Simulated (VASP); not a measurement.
Here is a VASP 6.6.1 calculation.

INCAR

```
PREC = Accurate
ENCUT = 520
EDIFF = 1E-6
ISMEAR = 0
SIGMA = 0.1
LREAL = F
LASPH = T
NELM = 100
ALGO = Normal
ISIF = 2
LWAVE = F
LCHARG = F
GGA = PE
NBANDS = 32
```

Contents of KPOINTS:

```
regular mesh
0
Gamma
  4 4 4
```

Contents of POSCAR:

```
HfOs3W
1.0
    4.2000621800      0.0000000000      0.0000000000
    0.0000000000      4.2000621800      0.0000000000
    0.0000000000      0.0000000000      4.2000621800
Hf Os W
1 3 1
Direct
    0.0000000000      0.0000000000      0.0000000000
    0.0000000000      0.5000000000      0.5000000000
    0.5000000000      0.5000000000      0.0000000000
    0.5000000000      0.0000000000      0.5000000000
    0.5000000000      0.5000000000      0.5000000000
```

Potentials or basis: VASP PAW PBE potentials, release 64 (Hf_pv, Os, W_sv).

Run with:

```console
$ cat potpaw_PBE.64/Hf_pv/POTCAR potpaw_PBE.64/Os/POTCAR potpaw_PBE.64/W_sv/POTCAR > POTCAR
$ mpirun -np 1 vasp_std > vasp.out
```

**Question.** Predict the pressure.

**Answer.** 126.7 GPa.

**Question.** Predict the band gap on the k mesh.

**Answer.** Zero (band 24 reaches 10.87 eV, above the bottom of band 25 at 9.19 eV).

Caveat: the k points lie up to 0.37 Å⁻¹ apart; spin-orbit coupling is left out, which moves the levels of the heavy elements.
